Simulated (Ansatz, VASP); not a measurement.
# Two plane-wave programs on ZnCd2S3

```xyz
6
Lattice="4.8536 0.0000 0.0000 0.0000 4.8536 0.0000 0.0000 0.0000 6.4168" Properties=species:S:1:pos:R:3 pbc="T T T"
Zn    0.0000    0.0000    5.5884
Cd    0.0000    2.4268    2.0646
Cd    2.4268    0.0000    2.0646
S     0.0000    2.4268    6.0557
S     2.4268    0.0000    6.0557
S     0.0000    0.0000    3.1626
```

Alike in both runs: functional PBE; k mesh 4 × 4 × 2; occupations gaussian, width 0.1 eV; no spin polarisation.

Ansatz relaxed the structure, and its values are those at the end. VASP's run is a single point on that final structure, the one shown.

|  | VASP | Ansatz |
| --- | --- | --- |
| version | VASP 6.6.1 | Ansatz 0.2.0 |
| potentials or method | VASP PAW PBE potentials, release 64 (Zn, Cd, S), cutoff 520 eV | scalar-relativistic, plane waves, PAW |
| valence electrons in the cell | 54 | 70 |

Ansatz gave:

| Quantity | Value |
| --- | --- |
| gap on the k mesh at the Fermi level (eV) | none |
| pressure (GPa) | 0.0 |
| rms of the force components (eV/Å) | 0.014 |

What did VASP give for the same quantities?

gap on the k mesh at the Fermi level (eV): none; pressure (GPa): 0.3; rms of the force components (eV/Å): 0.030.

A gap of «none» marks a metal or a gap that the smearing closes. VASP's potentials hold 54 valence electrons a cell and Ansatz's 70, so a difference there can come from the potentials and not from the codes.

The k mesh is coarse, so the values compare programs but aren't converged.
